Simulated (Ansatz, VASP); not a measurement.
## LiH in VASP and in Ansatz

The input INCAR:

```
  PREC = Accurate
  ENCUT = 750
  EDIFF = 1E-6
  ISMEAR = 0
  SIGMA = 0.1
  LREAL = F
  LASPH = T
  NELM = 120
  ALGO = Normal
  ISIF = 2
  LWAVE = F
  LCHARG = F
  GGA = PE
  NBANDS = 21
  GGA_COMPAT = F
```

The input KPOINTS:

```
regular mesh
0
Gamma
  6 6 1
```

File POSCAR:

```
LiH
1.0
    2.8125483663      0.0000000000      0.0000000000
   -1.4062741832      2.4357383346      0.0000000000
    0.0000000000      0.0000000000     11.8418048291
Li H
5 5
Direct
    0.0000000000      1.0000000000      0.7929779085
    0.0000000000      0.0000000000      0.0000000000
    0.0000000000      0.0000000000      0.2070220915
    0.3333333333      0.6666666667      0.4023000320
    0.6666666667      0.3333333333      0.5976999680
    0.3333333333      0.6666666667      0.6954143709
    0.6666666667      0.3333333333      0.8965773818
    0.3333333333      0.6666666667      0.1034226182
    0.6666666667      0.3333333333      0.3045856291
    0.0000000000      1.0000000000      0.5000000000
```

Input for Ansatz:

```yaml
crystal:
  lattice:
    - [2.8125483663, 0.0, 0.0]
    - [-1.4062741832, 2.4357383346, 0.0]
    - [0.0, 0.0, 11.8418048291]
  atoms:
    - { symbol: Li, position: [0.0, 1.0, 0.7929779085] }
    - { symbol: Li, position: [0.0, 0.0, 0.0] }
    - { symbol: Li, position: [0.0, 0.0, 0.2070220915] }
    - { symbol: Li, position: [0.3333333333, 0.6666666667, 0.402300032] }
    - { symbol: Li, position: [0.6666666667, 0.3333333333, 0.597699968] }
    - { symbol: H, position: [0.3333333333, 0.6666666667, 0.6954143709] }
    - { symbol: H, position: [0.6666666667, 0.3333333333, 0.8965773818] }
    - { symbol: H, position: [0.3333333333, 0.6666666667, 0.1034226182] }
    - { symbol: H, position: [0.6666666667, 0.3333333333, 0.3045856291] }
    - { symbol: H, position: [0.0, 1.0, 0.5] }
basis:
  ecutwfc: 420
kpoints:
  mp_grid: { grid: [6, 6, 1] }
hamiltonian:
  xc: pbe
scf:
  occupations: { method: gaussian, width: 0.1 }
  lower_state_search: "off"
output:
  forces: true
  stress: true
  eigenvalues: true
```

Alike in both runs: task single point; functional PBE; k mesh 6 × 6 × 1; occupations gaussian, width 0.1 eV; no spin polarisation.

|  | VASP | Ansatz |
| --- | --- | --- |
| version | VASP 6.6.1 | Ansatz 0.2.0 |
| potentials or method | VASP PAW PBE potentials, release 64 (Li_sv, H), cutoff 750 eV | scalar-relativistic, plane waves, PAW |
| valence electrons in the cell | 20 | 20 |

|  | VASP | Ansatz | Ansatz less VASP |
| --- | --- | --- | --- |
| gap on the k mesh at the Fermi level (eV) | 3.50 | 3.50 | +0.004 |
| least direct gap on the mesh (eV) | 3.50 | 3.50 | +0.004 |
| pressure (GPa) | -0.2 | 0.0 | +0.19 |
| traceless stress, the component that is largest in VASP (GPa) | -0.07 | -0.07 | -0.005 |

The k mesh is coarse, so the values compare programs but aren't converged.
